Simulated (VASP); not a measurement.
Runs of VASP 6.6.1 on MnO2. The structure is that of space group P-3m1 (No. 164), or close to it. The cells are those of the table. 

```tsv
level	cell	k mesh	smearing	gap on the mesh (eV)	pressure (GPa)	moment (μB)	largest force (eV/Å)
PBEsol	a = 2.857, b = 2.857, c = 4.601 Å, angles 90.0, 90.0, 120.0°, 3 atoms	11 × 11 × 6	gaussian 0.1 eV	0.70	(a)	3.00	0.08
PBE+D4	a = 2.866, b = 2.866, c = 4.537 Å, angles 90.0, 90.0, 120.0°, 3 atoms	11 × 11 × 6	fermi-dirac 0.05 eV	0.83	1.0	3.00	0.09
PBEsol	a = 2.857, b = 2.857, c = 4.601 Å, angles 90.0, 90.0, 120.0°, 3 atoms	11 × 11 × 6	fermi-dirac 0.05 eV	0.70	-1.3	3.00	0.08
r2SCAN	a = 2.857, b = 2.857, c = 4.601 Å, angles 90.0, 90.0, 120.0°, 3 atoms	6 × 6 × 4	fermi-dirac 0.05 eV	1.91	0.3	3.00	-
RPBE+D4	a = 2.873, b = 2.873, c = 4.454 Å, angles 90.0, 90.0, 120.0°, 3 atoms	11 × 11 × 6	fermi-dirac 0.05 eV	(b)	1.0	3.00	0.09
```

Alike in all rows: task single point; potentials or basis VASP PAW PBE potentials, release 64 (Mn_pv, O); spin collinear, ferromagnetic start; cutoff (eV) 520.

Fill in the values left out.

(a) -1.2; (b) 0.96.

Caveats: some runs use coarse meshes; a cell with one magnetic atom can't hold antiferromagnetic order, which such compounds often take; the PAW data sets were made with another functional, which shifts forces and pressure a little (some runs).

A k mesh can miss the band edges.
